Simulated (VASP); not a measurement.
# Ge (Cmmm) in VASP: single point with PBEsol

Aim: the single point of Ge with PBEsol.

Everything below comes from runs of VASP 6.6.1. Logs are shortened: lines on timing, memory, paths and dates and some standing lists are left out, and cuts for length are marked.

**1. The cell of the first run**

It takes space group Cmmm (No. 65, orthorhombic). The conventional cell has a = 3.074 Å, b = 5.721 Å, c = 2.698 Å, α = 90.00°, β = 90.00°, γ = 90.00°. Ge (site symmetry mmm) has 8 Ge at 2.70 to 3.25 Å within 3.6 Å.

**2. Single point, PBEsol (strain +0.1000 x Voigt [1, 1, 0, 0, 0, 0])**

Contents of INCAR:

```
SYSTEM = Ge
PREC = Accurate
ENCUT = 520
EDIFF = 1E-7
ISMEAR = 0
SIGMA = 0.15
LREAL = .False.
LASPH = .True.
NELM = 80
ALGO = Normal
ISIF = 2
LWAVE = .False.
LCHARG = .True.
GGA = PS
LELF = .True.
LVHAR = .True.
NBANDS = 13
```

Contents of KPOINTS:

```
regular mesh
0
Gamma
  20 20 18
  0 0 0
```

Contents of POSCAR:

```
Ge
1.0
    1.5368639000     -2.8605676000      0.0000000000
    1.5368639000      2.8605676000      0.0000000000
    0.0000000000      0.0000000000      2.6982310000
Ge
1
Direct
    0.5000000000      0.5000000000      0.0000000000
```

Potentials or basis: VASP PAW PBE potentials, release 64 (Ge_d).

The run is started by

```sh
$ cat potpaw_PBE.64/Ge_d/POTCAR > POTCAR
$ mpirun -np 1 vasp_std > vasp.out
```

OUTCAR:

```text
SYSTEM = Ge
   PREC = Accurate
   ENCUT = 520
   EDIFF = 1E-7
   ISMEAR = 0
   LREAL = .False.
   LASPH = .True.
   NELM = 80
   ISIF = 2
   GGA = PS

 ion  position               nearest neighbor table
   1  0.500  0.500  0.000-

  LATTYP: Found a base centered orthorhombic cell.
 ALAT       =     3.0737278000
 B/A-ratio  =     1.8613018368
 C/A-ratio  =     0.8778366777

  Lattice vectors:

 A1 = (   1.5368639000,  -2.8605676000,   0.0000000000)
 A2 = (   1.5368639000,   2.8605676000,   0.0000000000)
 A3 = (   0.0000000000,   0.0000000000,   2.6982310000)

Analysis of symmetry for initial positions (statically):
=====================================================================
 Subroutine PRICEL returns:
 Original cell was already a primitive cell.

 Routine SETGRP: Setting up the symmetry group for a
 base centered orthorhombic supercell.

 Subroutine GETGRP returns: Found  8 space group operations
 (whereof  8 operations were pure point group operations)
 out of a pool of  8 trial point group operations.

The static configuration has the point symmetry D_2h.

Analysis of symmetry for dynamics (positions and initial velocities):
=====================================================================
 Subroutine PRICEL returns:
 Original cell was already a primitive cell.

 Routine SETGRP: Setting up the symmetry group for a
 base centered orthorhombic supercell.

 Subroutine GETGRP returns: Found  8 space group operations
 (whereof  8 operations were pure point group operations)
 out of a pool of  8 trial point group operations.

The dynamic configuration has the point symmetry D_2h.

 Subroutine INISYM returns: Found  8 space group operations
 (whereof  8 operations are pure point group operations),
 and found     1 'primitive' translations

----------------------------------------------------------------------------------------

                                     Primitive cell

  volume of cell :      23.7245

  direct lattice vectors                    reciprocal lattice vectors
     1.536863900 -2.860567600  0.000000000     0.325337852 -0.174790486  0.000000000
     1.536863900  2.860567600  0.000000000     0.325337852  0.174790486  0.000000000
     0.000000000  0.000000000  2.698231000     0.000000000  0.000000000  0.370613191

  length of vectors
     3.247275418  3.247275418  2.698231000     0.369318875  0.369318875  0.370613191

  position of ions in fractional coordinates (direct lattice)
     0.500000000  0.500000000  0.000000000

  ion indices of the primitive-cell ions
   primitive index   ion index
                 1           1

----------------------------------------------------------------------------------------

 KPOINTS: regular mesh

Automatic generation of k-mesh.
 Grid dimensions read from file:
 generate k-points for:   20   20   18

 Generating k-lattice:

  Cartesian coordinates                     Fractional coordinates (reciprocal lattice)
     0.016266893 -0.008739524  0.000000000     0.050000000 -0.000000000  0.000000000
     0.016266893  0.008739524  0.000000000    -0.000000000  0.050000000  0.000000000
     0.000000000  0.000000000  0.020589622     0.000000000  0.000000000  0.055555556

  Length of vectors
     0.018465944  0.018465944  0.020589622

  Shift w.r.t. Gamma in fractional coordinates (k-lattice)
     0.000000000  0.000000000  0.000000000

 Subroutine IBZKPT returns following result:
 ===========================================

 Found   1110 irreducible k-points:

 Following reciprocal coordinates:
            Coordinates               Weight
  0.000000  0.000000  0.000000      1.000000
  0.050000  0.000000  0.000000      4.000000
  0.100000  0.000000  0.000000      4.000000
  0.150000  0.000000  0.000000      4.000000
  0.200000  0.000000  0.000000      4.000000
  0.250000  0.000000  0.000000      4.000000
[... 16 lines left out ...]
 -0.400000  0.050000  0.000000      4.000000
 -0.350000  0.050000  0.000000      4.000000
 [... further k-points ...]
   k-points           NKPTS =   1110   k-points in BZ     NKDIM =   1110   number of bands    NBANDS=     13
   number of dos      NEDOS =    301   number of ions     NIONS =      1
   total plane-waves  NPLWV =  11520
   dimension x,y,z NGX =    24 NGY =   24 NGZ =   20
   dimension x,y,z NGXF=    48 NGYF=   48 NGZF=   40
   ions per type =               1
   NGX,Y,Z   is equivalent  to a cutoff of  12.29, 12.29, 12.32 a.u.
   NGXF,Y,Z  is equivalent  to a cutoff of  24.57, 24.57, 24.65 a.u.
 SYSTEM =  Ge
   PREC   = accura    normal or accurate (medium, high low for compatibility)
   ISTART =      0    job   : 0-new  1-cont  2-samecut
   ICHARG =      2    charge: 1-file 2-atom 10-const
   ISPIN  =      1    spin polarized calculation?
   LNONCOLLINEAR =      F non collinear calculations
   LSORBIT =      F    spin-orbit coupling
   LASPH  =      T    aspherical Exc in radial PAW
   ENCUT  =  520.0 eV  38.22 Ry    6.18 a.u.   6.04  6.04  5.02*2*pi/ulx,y,z
   NELM   =     80;   NELMIN=  2; NELMDL= -5     # of ELM steps
   EDIFF  = 0.1E-06   stopping-criterion for ELM
   LREAL  =      F    real-space projection
   EDIFFG = 0.1E-05   stopping-criterion for IOM
   NSW    =      0    number of steps for IOM
   IBRION =     -1    ionic relax: 0-MD 1-quasi-New 2-CG
   NFREE  =      0    steps in history (QN), initial steepest desc. (CG)
   ISIF   =      2    stress and relaxation
   ISYM   =      2    0-nonsym 1-usesym 2-fastsym
   POTIM  = 0.5000    time-step for ionic-motion
   TEBEG  =    0.0;   TEEND  =   0.0 temperature during run
   PSTRESS=    0.0 pullay stress
   NELECT =      14.0000    total number of electrons
   NUPDOWN=      -1.0000    fix difference up-down
   EMIN   =  10.00;   EMAX   =-10.00  energy-range for DOS
   EFERMI =   0.00;   METHOD = LEGACY
   ISMEAR =     0;   SIGMA  =   0.15  broadening in eV -4-tet -1-fermi 0-gaus
   EFERMI_NEDOS =   21; number of points for ismear=-14 and -15
   IALGO  =     38    algorithm
   IMIX   =      4    mixing-type and parameters
     AMIX     =   0.40;   BMIX     =  1.00
     AMIX_MAG =   1.60;   BMIX_MAG =  1.00
  volume/ion in A,a.u.               =      23.72       160.10
  Fermi-wavevector in a.u.,A,eV,Ry     =   1.373152  2.594881 25.654414  1.885546
  Thomas-Fermi vector in A             =   2.498695
   LORBIT       =      0    0 simple, 1 ext, 2 COOP (PROOUT), +10 PAW based schemes
   GGA     = PS    functional components
   LHFCALC =     F    Hartree Fock is set to
   AEXX    =    0.0000 exact exchange contribution
   IVDW    =     0    specifies the selected vdW correction
   LEPSILON=     F    determine dielectric tensor
   LRPA    =     F    only Hartree local field effects (RPA)
 non-spin polarized calculation
 Gauss-broadening in eV      SIGMA  =   0.15
  energy-cutoff  :      520.00
  volume of cell :       23.72
 maximum number of plane-waves:       654
   NGX = 13   NGY = 13   NGZ = 11

 number of electron      13.9999985 magnetization

 Free energy of the ion-electron system (eV)
  ---------------------------------------------------
  ext. energy  EPLUGINS =         0.00000000
  ---------------------------------------------------
  free energy    TOTEN  =        -4.48768229 eV

  energy without entropy =       -4.48117411  energy(sigma->0) =       -4.48442820

 E-fermi :   4.2539     XC(G=0): -10.2683

 val. band max:        4.2398721390   @ k =   0.3500   0.0500   0.3889
 cond. band min:       4.2547158160   @ k =   0.4000   0.3000   0.3333
 fundamental gap:      0.0148436770
 Fermi energy:         4.2539275716

 k-point     1 :       0.0000    0.0000    0.0000
  band No.  band energies     occupation
      1     -20.3781      2.00000
      2     -20.3150      2.00000
      3     -20.2929      2.00000
      4     -20.2104      2.00000
      5     -20.1952      2.00000
      6      -7.2605      2.00000
      7       9.0176      0.00000
      8      10.0876      0.00000
      9      12.0843      0.00000
     10      13.5946      0.00000
     11      15.4440      0.00000
     12      16.8266      0.00000
     13      16.9891      0.00000

 k-point     2 :       0.0500    0.0000    0.0000
  band No.  band energies     occupation
      1     -20.3775      2.00000
      2     -20.3137      2.00000
      3     -20.2931      2.00000
      4     -20.2105      2.00000
      5     -20.1956      2.00000
      6      -7.2136      2.00000
      7       8.8410      0.00000
      8       9.6718      0.00000
      9      12.1264      0.00000
     10      13.8403      0.00000
     11      15.5991      0.00000
     12      16.2548      0.00000
     13      16.9623      0.00000

 k-point     3 :       0.1000    0.0000    0.0000
  band No.  band energies     occupation
      1     -20.3758      2.00000
      2     -20.3101      2.00000
      3     -20.2932      2.00000
      4     -20.2109      2.00000
      5     -20.1969      2.00000
      6      -7.0734      2.00000
      7       8.1840      0.00000
      8       8.9412      0.00000
      9      12.2515      0.00000
     10      13.9677      0.00000
     11      15.5172      0.00000
     12      16.3687      0.00000
     13      17.4734      0.00000

 k-point     4 :       0.1500    0.0000    0.0000
  band No.  band energies     occupation
      1     -20.3733      2.00000
      2     -20.3053      2.00000
      3     -20.2925      2.00000
      4     -20.2116      2.00000
      5     -20.1989      2.00000
      6      -6.8411      2.00000
      7       7.0185      0.00000
      8       8.4011      0.00000
      9      12.4558      0.00000
     10      13.3648      0.00000
     11      16.0317      0.00000
     12      16.8917      0.00000
     13      18.4711      0.00000

 k-point     5 :       0.2000    0.0000    0.0000
  band No.  band energies     occupation
      1     -20.3703      2.00000
      2     -20.3022      2.00000
      3     -20.2885      2.00000
      4     -20.2124      2.00000
      5     -20.2013      2.00000
      6      -6.5195      2.00000
      7       5.7041      0.00000
      8       7.9321      0.00000
      9      12.6295      0.00000
     10      12.7323      0.00000
     11      16.7057      0.00000
     12      17.6456      0.00000
     13      19.7683      0.00000

 k-point     6 :       0.2500    0.0000    0.0000
  band No.  band energies     occupation
      1     -20.3674      2.00000
      2     -20.3017      2.00000
      3     -20.2808      2.00000
      4     -20.2135      2.00000
      5     -20.2038      2.00000
      6      -6.1136      2.00000
      7       4.3881      0.20598
      8       7.5090      0.00000
      9      11.9793      0.00000
     10      13.0692      0.00000
     11      17.2701      0.00000
     12      18.7269      0.00000
     13      21.1948      0.00000

 k-point     7 :       0.3000    0.0000    0.0000
  band No.  band energies     occupation
      1     -20.3648      2.00000
      2     -20.3020      2.00000
      3     -20.2719      2.00000
      4     -20.2148      2.00000
      5     -20.2061      2.00000
      6      -5.6331      2.00000
      7       3.1295      2.00000
      8       7.1449      0.00000
      9      11.4458      0.00000
     10      13.4475      0.00000
     11      17.8270      0.00000
     12      19.9863      0.00000
     13      22.6081      0.00000
[... 193 lines left out ...]
 k-point    20 :       0.4500    0.0500    0.0000
  band No.  band energies     occupation
      1     -20.3603      2.00000
      2     -20.3021      2.00000
      3     -20.2515      2.00000
      4     -20.2186      2.00000
      5     -20.2104      2.00000
      6      -3.9082      2.00000
      7       0.0364      2.00000
      8       6.1242      0.00000
      9      10.9454      0.00000
     10      14.5431      0.00000
     11      20.1256      0.00000
     12      21.3606      0.00000
     13      21.8636      0.00000

 k-point    21 :       0.5000    0.0500    0.0000
  band No.  band energies     occupation
      1     -20.3603      2.00000
      2     -20.3018      2.00000
      3     -20.2523      2.00000
      4     -20.2187      2.00000
      5     -20.2102      2.00000
      6      -3.9363      2.00000
      7       0.0801      2.00000
      8       6.0649      0.00000
      9      11.0116      0.00000
     10      14.5288      0.00000
     11      20.0617      0.00000
     12      21.4923      0.00000
     13      21.8908      0.00000

 k-point    22 :      -0.4500    0.0500    0.0000
  band No.  band energies     occupation
      1     -20.3608      2.00000
      2     -20.3015      2.00000
      3     -20.2559      2.00000
      4     -20.2182      2.00000
      5     -20.2094      2.00000
      6      -4.3075      2.00000
      7       0.6473      2.00000
      8       6.1022      0.00000
      9      11.1869      0.00000
     10      14.3348      0.00000
     11      19.4240      0.00000
     12      22.1319      0.00000
     13      22.2698      0.00000

 k-point    23 :      -0.4000    0.0500    0.0000
  band No.  band energies     occupation
      1     -20.3618      2.00000
      2     -20.3015      2.00000
      3     -20.2618      2.00000
      4     -20.2173      2.00000
      5     -20.2080      2.00000
      6      -4.8324      2.00000
      7       1.5443      2.00000
      8       6.2379      0.00000
      9      11.4700      0.00000
     10      14.0149      0.00000
     11      18.7491      0.00000
     12      22.4240      0.00000
     13      22.9432      0.00000

 k-point    24 :      -0.3500    0.0500    0.0000
  band No.  band energies     occupation
      1     -20.3634      2.00000
      2     -20.3016      2.00000
      3     -20.2693      2.00000
      4     -20.2161      2.00000
      5     -20.2062      2.00000
      6      -5.3783      2.00000
      7       2.6289      2.00000
      8       6.4739      0.00000
      9      11.8592      0.00000
     10      13.6356      0.00000
     11      18.1223      0.00000
     12      21.7322      0.00000
     13      22.2354      0.00000

 [... further k-points ...]
[... 5 lines left out ...]
  --------------------------------------------------------------------------------------
  -------------------------------------------------------------------------------------
  Total       -1.8475754     -1.8806799     -0.7998200      0.0000000      0.0000000      0.0000000
  in kB     -124.7716758   -127.0073085    -54.0139720      0.0000000      0.0000000      0.0000000
  external PRESSURE =    -101.9309854 kB  Pullay stress =       0.0000000 kB

 VOLUME and BASIS-vectors are now :
 -----------------------------------------------------------------------------
  energy-cutoff  :      520.00
  volume of cell :       23.72
      direct lattice vectors                 reciprocal lattice vectors
     1.536863900 -2.860567600  0.000000000     0.325337852 -0.174790486  0.000000000
     1.536863900  2.860567600  0.000000000     0.325337852  0.174790486  0.000000000
     0.000000000  0.000000000  2.698231000     0.000000000  0.000000000  0.370613191

 POSITION                                       TOTAL-FORCE (eV/Angst)
 -----------------------------------------------------------------------------------
      1.53686      0.00000      0.00000         0.000000     -0.000000      0.000000
 -----------------------------------------------------------------------------------
    total drift:                               -0.000000     -0.000000     -0.000000

  FREE ENERGIE OF THE ION-ELECTRON SYSTEM (eV)
  ---------------------------------------------------
  free  energy   TOTEN  =        -4.4876822938 eV

  energy  without entropy=       -4.4811741055  energy(sigma->0) =       -4.48442820
```

It took 79 s on 1 thread of Intel Xeon Platinum 8488C (Sapphire Rapids), shared host; peak memory 0.4 GiB.

What came out:

```
Free energy            : -4.4877 eV
Pressure               : -10.2 GPa
Band gap on the k mesh : zero (band 7 reaches 9.25 eV, above the bottom of band 8 at 1.88 eV)
```

Caveat: the cell differs from its parent crystal (strain +0.1000 x Voigt [1, 1, 0, 0, 0, 0]); the PAW data sets were made with another functional, which shifts forces and pressure a little.
